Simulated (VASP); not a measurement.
Input of a VASP 6.6.1 run:

The input INCAR:

```
PREC     = Accurate       # precision mode
ENCUT    = 520            # plane-wave cutoff, eV
EDIFF    = 1E-6           # SCF threshold, eV
ISMEAR   = -1             # smearing method
SIGMA    = 0.146          # smearing width, eV
LREAL    = Auto         
LASPH    = T              # aspherical terms in the spheres
NELM     = 60             # most SCF steps
ALGO     = Normal         # electronic algorithm
ISIF     = 2              # what is computed and relaxed
LWAVE    = F              # write WAVECAR
LCHARG   = T              # write CHGCAR
GGA      = PS             # functional
LELF     = T              # ELF
LVHAR    = T            
NBANDS   = 86             # bands
```

KPOINTS

```
Automatic mesh
0
Gamma
  6 6 2
```

POSCAR

```
BN
1.0
    5.0878986338      0.0000000000      0.0000000000
   -2.5439493169      4.4062494687      0.0000000000
    0.0000000000      0.0000000000      8.4156335720
B N
16 16
Direct
    0.3163760998      0.1464170389      0.0051292632
    0.1670583370      0.3316292031      0.2374070809
    0.3229282081      0.1610476223      0.4956442036
    0.1686908312      0.3399882396      0.7438185071
    0.3457502396      0.6765288759      0.0078696392
    0.1604172522      0.8330098026      0.2420995380
    0.3798679755      0.6573447601      0.5020605952
    0.1715266522      0.8248985959      0.7571332503
    0.8188939524      0.1461776063     -0.0045449935
    0.6499938367      0.3346244942      0.2624529670
    0.8480802257      0.1853437954      0.4991655072
    0.6654446270      0.3627901714      0.7572046650
    0.7973453069      0.6276340048     -0.0003877308
    0.6584357768      0.8424509385      0.2477941776
    0.8519650773      0.6733066344      0.4999187481
    0.6730518255      0.8633809835      0.7546235165
    0.3284297049      0.1562153947      0.1834022343
    0.1758711675      0.3442465096      0.4257164917
    0.3320694879      0.1686597650      0.6909019921
    0.1809954973      0.3298991603      0.9396888460
    0.3380949400      0.6641239950      0.1850508327
    0.1658458215      0.8309515896      0.4203096499
    0.3611158190      0.6770247625      0.6875798418
    0.1425022162      0.8153133465      0.9484456437
    0.8142752386      0.1751469147      0.1930343076
    0.6483411925      0.3298097419      0.4402354224
    0.8172773670      0.1711757370      0.6837228535
    0.6769187307      0.3194308470      0.9334131450
    0.8194922766      0.6473920781      0.1929246308
    0.7011436205      0.8478178611      0.4420244736
    0.8299381483      0.6838434867      0.6964702004
    0.6709097974      0.8338762991      0.9310053644
```

Potentials or basis: VASP PAW PBE potentials, release 64 (B, N).

The run is started by

```console
$ cat potpaw_PBE.64/B/POTCAR potpaw_PBE.64/N/POTCAR > POTCAR
$ mpirun -np 1 vasp_std > vasp.out
```

Predict the largest force.

4.533 eV/Å.

Predict the pressure.

3.3 GPa.

Estimate the band gap on the k mesh.

4.29 eV (least direct gap 5.02 eV).

Forces on the atoms (eV/Å):
```
B    0.766  0.669 -1.661
B   -1.187 -0.116  1.744
B    0.549 -0.702  0.458
B    0.468 -0.787  1.766
B   -1.300 -2.009 -2.326
B    0.157 -1.560  0.892
B   -3.636  1.808 -0.978
B   -1.510  1.358 -0.591
B    1.795  2.756  1.592
B    0.950 -0.491 -1.989
B   -1.048 -1.156 -0.074
B    0.996 -2.824 -2.191
B    2.125  2.869  1.367
B    2.344 -0.521  1.399
B   -0.561 -0.221  0.183
B    1.546 -1.992 -1.411
N   -1.337  0.852  0.673
N    0.415 -0.498  2.349
N   -0.629 -0.480 -0.856
N   -2.175  0.375 -0.384
N   -0.820  0.507  0.348
N    1.370  0.364  4.306
N   -3.478 -1.569 -0.373
N    2.461  0.319 -1.807
N    2.897 -1.608 -1.782
N    2.346  0.833  0.595
N    2.102  3.535  0.551
N   -3.380 -0.464  0.878
N   -1.530  2.438 -2.195
N   -2.460 -0.417 -1.460
N    2.958 -0.091 -1.808
N   -1.193 -1.176  2.782
```

Caveat: the cell stands under pressure; the PAW data sets were made with another functional, which shifts forces and pressure a little. A k mesh can miss the band edges.
